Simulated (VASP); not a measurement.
# SnSe (Fm-3m) in VASP: further runs, part 2 of 2

VASP 6.6.1. The steps go on from the part before.

## (4) Single point, PBE+D3(BJ)

Contents of INCAR:

```
  PREC = Accurate
  ENCUT = 520
  EDIFF = 1E-7
  ISMEAR = 0
  SIGMA = 0.01
  LREAL = F
  LASPH = T
  NELM = 60
  ALGO = Normal
  ISIF = 2
  LWAVE = F
  LCHARG = F
  GGA = PE
  IVDW = 12
  NBANDS = 17
```

Contents of KPOINTS:

```
regular mesh
0
Gamma
  12 12 12
```

Contents of POSCAR:

```
SnSe
1.0
    0.0000000000      2.6167529752      2.6167529752
    2.6167529752      0.0000000000      2.6167529752
    2.6167529752      2.6167529752      0.0000000000
Sn Se
1 1
Direct
    0.0000000000      0.0000000000      0.0000000000
    0.5000000000      0.5000000000      0.5000000000
```

Potentials or basis: VASP PAW PBE potentials, release 64 (Sn_d, Se).

Started as:

```
$ cat potpaw_PBE.64/Sn_d/POTCAR potpaw_PBE.64/Se/POTCAR > POTCAR
$ mpirun -np 1 vasp_std > vasp.out
```

OUTCAR:

```text
PREC = Accurate
   ENCUT = 520
   EDIFF = 1E-7
   ISMEAR = 0
   LREAL = F
   LASPH = T
   NELM = 60
   ISIF = 2
   GGA = PE
   IVDW = 12
 IVDW          = 12

 ion  position               nearest neighbor table
   1  0.000  0.000  0.000-   2 2.62   2 2.62   2 2.62   2 2.62   2 2.62   2 2.62
   2  0.500  0.500  0.500-   1 2.62   1 2.62   1 2.62   1 2.62   1 2.62   1 2.62

  LATTYP: Found a face centered cubic cell.
 ALAT       =     5.2335059504

  Lattice vectors:

 A1 = (   0.0000000000,   2.6167529752,   2.6167529752)
 A2 = (   2.6167529752,   0.0000000000,   2.6167529752)
 A3 = (   2.6167529752,   2.6167529752,   0.0000000000)

Analysis of symmetry for initial positions (statically):
=====================================================================
 Subroutine PRICEL returns:
 Original cell was already a primitive cell.

 Routine SETGRP: Setting up the symmetry group for a
 face centered cubic supercell.

 Subroutine GETGRP returns: Found 48 space group operations
 (whereof 48 operations were pure point group operations)
 out of a pool of 48 trial point group operations.

The static configuration has the point symmetry O_h .

Analysis of symmetry for dynamics (positions and initial velocities):
=====================================================================
 Subroutine PRICEL returns:
 Original cell was already a primitive cell.

 Routine SETGRP: Setting up the symmetry group for a
 face centered cubic supercell.

 Subroutine GETGRP returns: Found 48 space group operations
 (whereof 48 operations were pure point group operations)
 out of a pool of 48 trial point group operations.

The dynamic configuration has the point symmetry O_h .

 Subroutine INISYM returns: Found 48 space group operations
 (whereof 48 operations are pure point group operations),
 and found     1 'primitive' translations

----------------------------------------------------------------------------------------

                                     Primitive cell

  volume of cell :      35.8359

  direct lattice vectors                    reciprocal lattice vectors
     0.000000000  2.616752975  2.616752975    -0.191076500  0.191076500  0.191076500
     2.616752975  0.000000000  2.616752975     0.191076500 -0.191076500  0.191076500
     2.616752975  2.616752975  0.000000000     0.191076500  0.191076500 -0.191076500

  length of vectors
     3.700647547  3.700647547  3.700647547     0.330954206  0.330954206  0.330954206

  position of ions in fractional coordinates (direct lattice)
     0.000000000  0.000000000  0.000000000
     0.500000000  0.500000000  0.500000000

  ion indices of the primitive-cell ions
   primitive index   ion index
                 1           1
                 2           2

----------------------------------------------------------------------------------------

 KPOINTS: regular mesh

Automatic generation of k-mesh.
 Grid dimensions read from file:
 generate k-points for:   12   12   12

 Generating k-lattice:

  Cartesian coordinates                     Fractional coordinates (reciprocal lattice)
    -0.015923042  0.015923042  0.015923042     0.083333333  0.000000000  0.000000000
     0.015923042 -0.015923042  0.015923042     0.000000000  0.083333333  0.000000000
     0.015923042  0.015923042 -0.015923042     0.000000000  0.000000000  0.083333333

  Length of vectors
     0.027579517  0.027579517  0.027579517

  Shift w.r.t. Gamma in fractional coordinates (k-lattice)
     0.000000000  0.000000000  0.000000000

 Subroutine IBZKPT returns following result:
 ===========================================

 Found     72 irreducible k-points:

 Following reciprocal coordinates:
            Coordinates               Weight
  0.000000  0.000000  0.000000      1.000000
  0.083333  0.000000  0.000000      8.000000
  0.166667  0.000000  0.000000      8.000000
  0.250000  0.000000  0.000000      8.000000
  0.333333  0.000000  0.000000      8.000000
  0.416667  0.000000  0.000000      8.000000
[... 16 lines left out ...]
  0.500000  0.166667  0.000000     24.000000
 -0.416667  0.166667  0.000000     24.000000
 [... further k-points ...]
   k-points           NKPTS =     72   k-points in BZ     NKDIM =     72   number of bands    NBANDS=     17
   number of dos      NEDOS =    301   number of ions     NIONS =      2
   total plane-waves  NPLWV =  21952
   dimension x,y,z NGX =    28 NGY =   28 NGZ =   28
   dimension x,y,z NGXF=    56 NGYF=   56 NGZF=   56
   ions per type =               1   1
   NGX,Y,Z   is equivalent  to a cutoff of  12.58, 12.58, 12.58 a.u.
   NGXF,Y,Z  is equivalent  to a cutoff of  25.16, 25.16, 25.16 a.u.
 SYSTEM =  unknown system
   PREC   = accura    normal or accurate (medium, high low for compatibility)
   ISTART =      0    job   : 0-new  1-cont  2-samecut
   ICHARG =      2    charge: 1-file 2-atom 10-const
   ISPIN  =      1    spin polarized calculation?
   LNONCOLLINEAR =      F non collinear calculations
   LSORBIT =      F    spin-orbit coupling
   LASPH  =      T    aspherical Exc in radial PAW
   ENCUT  =  520.0 eV  38.22 Ry    6.18 a.u.   6.88  6.88  6.88*2*pi/ulx,y,z
   NELM   =     60;   NELMIN=  2; NELMDL= -5     # of ELM steps
   EDIFF  = 0.1E-06   stopping-criterion for ELM
   LREAL  =      F    real-space projection
   EDIFFG = 0.1E-05   stopping-criterion for IOM
   NSW    =      0    number of steps for IOM
   IBRION =     -1    ionic relax: 0-MD 1-quasi-New 2-CG
   NFREE  =      0    steps in history (QN), initial steepest desc. (CG)
   ISIF   =      2    stress and relaxation
   ISYM   =      2    0-nonsym 1-usesym 2-fastsym
   POTIM  = 0.5000    time-step for ionic-motion
   TEBEG  =    0.0;   TEEND  =   0.0 temperature during run
   PSTRESS=    0.0 pullay stress
   NELECT =      20.0000    total number of electrons
   NUPDOWN=      -1.0000    fix difference up-down
   EMIN   =  10.00;   EMAX   =-10.00  energy-range for DOS
   EFERMI =   0.00;   METHOD = LEGACY
   ISMEAR =     0;   SIGMA  =   0.01  broadening in eV -4-tet -1-fermi 0-gaus
   EFERMI_NEDOS =   21; number of points for ismear=-14 and -15
   IALGO  =     38    algorithm
   IMIX   =      4    mixing-type and parameters
     AMIX     =   0.40;   BMIX     =  1.00
     AMIX_MAG =   1.60;   BMIX_MAG =  1.00
  volume/ion in A,a.u.               =      17.92       120.92
  Fermi-wavevector in a.u.,A,eV,Ry     =   1.347862  2.547090 24.718140  1.816732
  Thomas-Fermi vector in A             =   2.475578
   LORBIT       =      0    0 simple, 1 ext, 2 COOP (PROOUT), +10 PAW based schemes
   GGA     = PE    functional components
   LHFCALC =     F    Hartree Fock is set to
   AEXX    =    0.0000 exact exchange contribution
   IVDW    =    12    specifies the selected vdW correction
   LEPSILON=     F    determine dielectric tensor
   LRPA    =     F    only Hartree local field effects (RPA)
 non-spin polarized calculation
 Gauss-broadening in eV      SIGMA  =   0.01
  energy-cutoff  :      520.00
  volume of cell :       35.84
 maximum number of plane-waves:       982
   NGX = 13   NGY = 13   NGZ = 13

 number of electron      20.0000008 magnetization

 Free energy of the ion-electron system (eV)
  ---------------------------------------------------
  ext. energy  EPLUGINS =         0.00000000
  ---------------------------------------------------
  free energy    TOTEN  =        -5.91038580 eV

  energy without entropy =       -5.91030744  energy(sigma->0) =       -5.91034662

 E-fermi :  11.7760     XC(G=0): -11.6504

 val. band max:       11.7759584336   @ k =  -0.4167   0.1667   0.0833
 cond. band min:      11.8745892894   @ k =   0.5000   0.0833   0.0000
 fundamental gap:      0.0986308558
 Fermi energy:        11.7759584337

 k-point     1 :       0.0000    0.0000    0.0000
  band No.  band energies     occupation
      1     -10.6988      2.00000
      2     -10.6988      2.00000
      3     -10.6690      2.00000
      4     -10.6690      2.00000
      5     -10.6690      2.00000
      6      -6.2924      2.00000
[... 9 lines left out ...]
     16      17.3323      0.00000
     17      18.5013      0.00000
[... 441 lines left out ...]
 k-point    24 :      -0.4167    0.1667    0.0000
  band No.  band energies     occupation
      1     -10.7877      2.00000
      2     -10.7375      2.00000
      3     -10.6590      2.00000
      4     -10.6189      2.00000
      5     -10.6035      2.00000
      6      -3.8727      2.00000
[... 9 lines left out ...]
     16      21.1608      0.00000
     17      24.7611      0.00000

 [... further k-points ...]

------------------------ aborting loop because EDIFF is reached ----------------------------------------

 Edisp (eV)   -1.08331

 E8    (eV) :    -0.4860

  FORCE on cell =-STRESS in cart. coord.  units (eV):
  Direction    XX          YY          ZZ          XY          YZ          ZX
  --------------------------------------------------------------------------------------
  -------------------------------------------------------------------------------------
  Total      11.23634    11.23634    11.23634     0.00000     0.00000     0.00000
  in kB     502.36252   502.36252   502.36252     0.00000     0.00000     0.00000
  external pressure =      502.36 kB  Pullay stress =        0.00 kB

 VOLUME and BASIS-vectors are now :
 -----------------------------------------------------------------------------
  energy-cutoff  :      520.00
  volume of cell :       35.84
      direct lattice vectors                 reciprocal lattice vectors
     0.000000000  2.616752975  2.616752975    -0.191076500  0.191076500  0.191076500
     2.616752975  0.000000000  2.616752975     0.191076500 -0.191076500  0.191076500
     2.616752975  2.616752975  0.000000000     0.191076500  0.191076500 -0.191076500

 POSITION                                       TOTAL-FORCE (eV/Angst)
 -----------------------------------------------------------------------------------
      0.00000      0.00000      0.00000         0.000000     -0.000000      0.000000
      2.61675      2.61675      2.61675        -0.000000      0.000000     -0.000000
 -----------------------------------------------------------------------------------
    total drift:                               -0.000000      0.000000      0.000000

  FREE ENERGIE OF THE ION-ELECTRON SYSTEM (eV)
  ---------------------------------------------------
  free  energy   TOTEN  =        -6.9936909132 eV

  energy  without entropy=       -6.9936125535  energy(sigma->0) =       -6.99365173
```

OSZICAR:

```text
N       E                     dE             d eps       ncg     rms          rms(c)
DAV:   1     0.134447354662E+03    0.13445E+03   -0.99476E+03  2533   0.168E+03
DAV:   2     0.471202100559E+01   -0.12974E+03   -0.12540E+03  2674   0.363E+02
DAV:   3    -0.578951676688E+01   -0.10502E+02   -0.10419E+02  3051   0.901E+01
DAV:   4    -0.600434253740E+01   -0.21483E+00   -0.21470E+00  2970   0.132E+01
DAV:   5    -0.600952286329E+01   -0.51803E-02   -0.51799E-02  3285   0.203E+00    0.748E+00
DAV:   6    -0.592721312650E+01    0.82310E-01   -0.97514E-02  3630   0.255E+00    0.457E+00
DAV:   7    -0.591146810652E+01    0.15745E-01   -0.61282E-02  3492   0.147E+00    0.687E-01
DAV:   8    -0.591031184804E+01    0.11563E-02   -0.75635E-03  3477   0.830E-01    0.112E-01
DAV:   9    -0.591038099284E+01   -0.69145E-04   -0.39904E-04  3050   0.194E-01    0.554E-02
DAV:  10    -0.591038451090E+01   -0.35181E-05   -0.26054E-05  3721   0.638E-02    0.151E-02
DAV:  11    -0.591038534780E+01   -0.83690E-06   -0.73103E-06  3334   0.343E-02    0.737E-03
DAV:  12    -0.591038597273E+01   -0.62493E-06   -0.60052E-07  2844   0.641E-03    0.198E-03
DAV:  13    -0.591038576819E+01    0.20454E-06   -0.14737E-07  2011   0.287E-03    0.618E-04
DAV:  14    -0.591038579682E+01   -0.28630E-07   -0.13276E-08  1410   0.110E-03
   1 F= -.69936909E+01 E0= -.69936517E+01  d E =-.783597E-04
```

stdout:

```text
POSCAR found type information on POSCAR SnSe
 POSCAR found :  2 types and       2 ions
 scaLAPACK will be used
 LDA part: xc-table for (Slater+PW92), standard interpolation
 POSCAR, INCAR and KPOINTS ok, starting setup
 FFT: planning ... GRIDC
 FFT: planning ... GRID_SOFT
 FFT: planning ... GRID
 WAVECAR not read
 entering main loop
```

Run time: 18 s. Hardware: 1 thread of Intel Xeon 6975P-C (Granite Rapids), shared host; peak memory 0.19 GiB.

Results:

```
Free energy                : -6.9937 eV
Pressure                   : 50.2 GPa
Band gap on the k mesh     : zero (band 10 reaches 12.26 eV, above the bottom of band 11 at 11.78 eV)
Dispersion energy per atom : -0.542 eV
```

Caveat: spin-orbit coupling is left out, which moves the levels of the heavy elements; pairwise dispersion overbinds metals, which lowers pressure and volume.

## (5) Relaxation of cell and atoms, PBE+D3(BJ), target pressure 50 GPa, at which the enthalpy is minimised

This run uses another cell than the first one, of 26.68 Å³/atom, 1.489 times its volume.

Contents of INCAR:

```
SYSTEM = SnSe
  PREC = Accurate
  ENCUT = 600
  EDIFF = 1E-6
  ISMEAR = 0
  SIGMA = 0.01
  LREAL = .False.
  LASPH = .True.
  NELM = 80
  ALGO = Normal
  ISIF = 3
  LWAVE = .False.
  LCHARG = .False.
  GGA = PE
  IVDW = 12
  IBRION = 2
  NSW = 80
  EDIFFG = -0.001
  PSTRESS = 500.0
```

Contents of KPOINTS:

```
regular mesh
0
Gamma
  10 10 10
  0 0 0
```

Contents of POSCAR:

```
SnSe
1.0
    0.0000000000      2.9882564654      2.9882564654
    2.9882564654      0.0000000000      2.9882564654
    2.9882564654      2.9882564654      0.0000000000
Sn Se
1 1
Direct
    0.0000000000      0.0000000000      0.0000000000
    0.5000000000      0.5000000000      0.5000000000
```

Started as:

```
$ cat potpaw_PBE.64/Sn_d/POTCAR potpaw_PBE.64/Se/POTCAR > POTCAR
$ mpirun -np 1 vasp_std > vasp.out
```

It took 2.6 min on 1 thread of Intel Xeon 6975P-C (Granite Rapids), shared host; peak memory 0.28 GiB.

It converged, with:

- Free energy: -7.0107 eV
- Relaxed volume: 17.94 Å³/atom
- Relaxed cell: a = 3.702 Å, b = 3.702 Å, c = 3.702 Å, α = 60.00°, β = 60.00°, γ = 60.00°
- Space group after relaxing (to 0.05 Å): Fm-3m (No. 225)
- Energy change on relaxing (the enthalpy is what falls): +956.5 meV/atom
- Ionic steps: 17
- Pressure after relaxing: 50.0 GPa
- Band gap on the k mesh: 0.06 eV, indirect (least direct gap 0.64 eV)
- Dispersion energy per atom: -0.541 eV

Step by step:
```
step  energy change (eV)  largest force (eV/Å)  pressure (GPa)  volume (Å³)
   1              0.0000                0.0000            0.02        53.37
   2             77.6965                0.0000         2398.50        11.44
   3              0.1212                0.0000            7.68        47.77
   4              0.3822                0.0000           15.50        44.07
   5              2.3815                0.0000           59.14        34.51
   6              1.8630                0.0000           48.96        36.04
   7              1.9569                0.0000           50.95        35.74
   8              1.8101                0.0000           47.83        36.22
   9              1.9132                0.0000           50.02        35.88
  10              1.9124                0.0000           50.04        35.88
  11              1.8607                0.0000           48.89        36.05
  12              1.9107                0.0000           49.96        35.89
  13              1.9155                0.0000           50.08        35.87
  14              1.9122                0.0000           49.99        35.88
  15              1.9127                0.0000           49.98        35.88
  16              1.9141                0.0000           50.06        35.88
  17              1.9130                0.0000           50.00        35.88
```

Final structure:
```
CELL_PARAMETERS angstrom
0.00000 2.61780 2.61780
2.61780 0.00000 2.61780
2.61780 2.61780 0.00000
ATOMIC_POSITIONS crystal
Sn 0.00000 0.00000 0.00000
Se 0.50000 0.50000 0.50000
```

Levels at points of the mesh, in eV from the valence-band top:
```csv
k point,band 8,band 9,band 10,band 11,band 12,band 13
"(0.00, 0.00, 0.00)",-4.11,-4.11,-3.59,4.68,4.68,4.68
"(0.50, 0.00, 0.00)",-3.65,-3.65,-0.98,0.17,0.17,2.15
"(0.50, 0.50, 0.00)",-6.79,-6.56,-6.56,0.76,7.55,7.55
```

Caveat: the cell is relaxed towards a set pressure, so the enthalpy falls and the energy may rise; the volume moved by over 15 % at a fixed basis, so the end points are rough; spin-orbit coupling is left out, which moves the levels of the heavy elements. A k mesh can miss the band edges.

## (6) Summary

| task | cell | k mesh | cutoff (eV) | smearing | gap on the mesh (eV) | pressure (GPa) |
| --- | --- | --- | --- | --- | --- | --- |
| single point | a = 3.701 Å, angles 60.0°, 2 atoms | 10 × 10 × 10 | 520 | gaussian 0.01 eV | 0.06 | 50.3 |
| single point | a = 3.701 Å, angles 60.0°, 2 atoms | 10 × 10 × 10 | 520 | tetrahedron | 0.06 | 50.2 |
| single point | a = 3.701 Å, angles 60.0°, 2 atoms | 12 × 12 × 12 | 520 | gaussian 0.01 eV | none | 50.2 |
| relaxation of cell and atoms | relaxed to 50 GPa from a = 4.226 Å, angles 60.0°, 2 atoms | 10 × 10 × 10 | 600 | gaussian 0.01 eV | 0.06 | 50.0 |

Alike in all rows: level PBE+D3(BJ); potentials or basis VASP PAW PBE potentials, release 64 (Sn_d, Se); no spin polarisation.

On the cell as given the gap runs from zero (PBE+D3(BJ)) to 0.06 eV (PBE+D3(BJ)); the meshes differ, which moves gaps too.

Caveats: spin-orbit coupling is left out, which moves the levels of the heavy elements; pairwise dispersion overbinds metals, which lowers pressure and volume (some runs); the cell is relaxed towards a set pressure, so the enthalpy falls and the energy may rise (some runs); the volume moved by over 15 % at a fixed basis, so the end points are rough (some runs).

Absolute energies hang on the potentials; compare differences alone.
